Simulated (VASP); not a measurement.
Wanted: the native input for a VASP 6.6.1 run.

```
Task                   : single point
Functional             : PBE
Potentials or basis    : VASP PAW PBE potentials, release 64 (Ti_sv, Ge_d, Se)
Cutoff                 : 520 eV
k mesh                 : 12 × 12 × 4
Occupations            : gaussian, width 0.1 eV
Spin                   : no spin polarisation
Dipole correction      : no
Further INCAR settings : ALGO = Normal; EDIFF = 1e-06; NBANDS = 34
```

The structure of TiGeSe4 lies in POSCAR:

```
TiGeSe4
1.0
    3.5920929913      0.0000000000      0.0000000000
   -1.7960464957      3.1108437832      0.0000000000
    0.0000000000      0.0000000000     13.5435127897
Ti Ge Se
1 1 4
Direct
    0.0000000000      0.0000000000      0.0000000000
    0.0000000000      0.0000000000      0.5000000000
    0.6666666667      0.3333333333      0.8873459542
    0.6666666667      0.3333333333      0.3873331841
    0.3333333333      0.6666666667      0.6126668159
    0.3333333333      0.6666666667      0.1126540458
```

The input as run:

INCAR

```
SYSTEM = TiGeSe4
  ALGO = Normal
  EDIFF = 1E-6
  ENCUT = 520
  GGA = PE
  ISIF = 2
  ISMEAR = 0
  LASPH = .True.
  LCHARG = .False.
  LREAL = .False.
  LWAVE = .False.
  NBANDS = 34
  NELM = 60
  PREC = Accurate
  SIGMA = 0.1
```

KPOINTS

```
k-points
0
Gamma
  12 12 4
  0 0 0
```

Potentials or basis: VASP PAW PBE potentials, release 64 (Ti_sv, Ge_d, Se).

Launch:

```console
$ cat potpaw_PBE.64/Ti_sv/POTCAR potpaw_PBE.64/Ge_d/POTCAR potpaw_PBE.64/Se/POTCAR > POTCAR
$ mpirun -np 1 vasp_std > vasp.out
```

It gave:

- Pressure: 0.1 GPa
- Largest force: 0.024 eV/Å
- Band gap on the k mesh: zero (band 25 reaches 3.52 eV, above the bottom of band 26 at 2.95 eV)

Caveat: this functional lacks dispersion, which binds the layers, so the pressure and a relaxed spacing across them are unreliable.

It took 10 min on 1 thread of Intel Xeon 6975P-C, with other jobs on the host, peak memory 0.52 GiB.
